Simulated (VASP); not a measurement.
Here is a VASP 6.6.1 calculation.

Contents of POSCAR:

```
MgO
1.0
    0.0000000000      2.2820056624      2.2820056624
    2.2820056624      0.0000000000      2.2820056624
    2.2820056624      2.2820056624      0.0000000000
Mg O
1 1
Direct
    0.0000000000      0.0000000000      0.0000000000
    0.2500000000      0.2500000000      0.2500000000
```

Contents of INCAR.step1:

```
  ALGO = Normal
  EDIFF = 1E-8
  ENCUT = 500
  GGA = CA
  ISMEAR = 0
  LASPH = True
  LCHARG = False
  LREAL = False
  LWAVE = True
  NELM = 60
  PREC = Accurate
  SIGMA = 0.01
```

Contents of INCAR.step2:

```
  ALGO = Exact
  EDIFF = 1E-8
  ENCUT = 500
  GGA = CA
  ISMEAR = 0
  ISTART = 1
  LASPH = True
  LCHARG = False
  LOPTICS = True
  LREAL = False
  LWAVE = True
  NBANDS = 34
  NELM = 1
  PREC = Accurate
  SIGMA = 0.01
```

INCAR.step3

```
  ALGO = EVGW0
  EDIFF = 1E-8
  ENCUT = 500
  ENCUTGW = 60
  GGA = CA
  ISMEAR = 0
  ISTART = 1
  LASPH = True
  LCHARG = False
  LREAL = False
  LWAVE = False
  NBANDS = 34
  NBANDSGW = 12
  NELMGW = 1
  NOMEGA = 48
  PREC = Accurate
  PRECFOCK = Fast
  SIGMA = 0.01
```

File KPOINTS:

```
k-points
0
Gamma
  4 4 4
```

Potentials or basis: VASP PAW LDA potentials, release 64 (Mg_GW, O_GW).

The run is started by

```console
$ cat potpaw_LDA.64/Mg_GW/POTCAR potpaw_LDA.64/O_GW/POTCAR > POTCAR
$ cp INCAR.step1 INCAR
$ mpirun -np 1 vasp_std > vasp.out
$ cp INCAR.step2 INCAR
$ mpirun -np 1 vasp_std > vasp.out
$ cp INCAR.step3 INCAR
$ mpirun -np 1 vasp_std > vasp.out
```

Question: What does it give for the quasiparticle gap?

Answer: 5.52 eV.

Question: Estimate the least direct quasiparticle gap.

Answer: 5.52 eV.

Question: What does it give for the band gap on the k mesh, mean-field level?

Answer: 3.55 eV, direct.

Caveat: the k points lie up to 0.60 Å⁻¹ apart; bands, screening cutoff and mesh are small and nothing is extrapolated, so the quasiparticle values aren't converged.
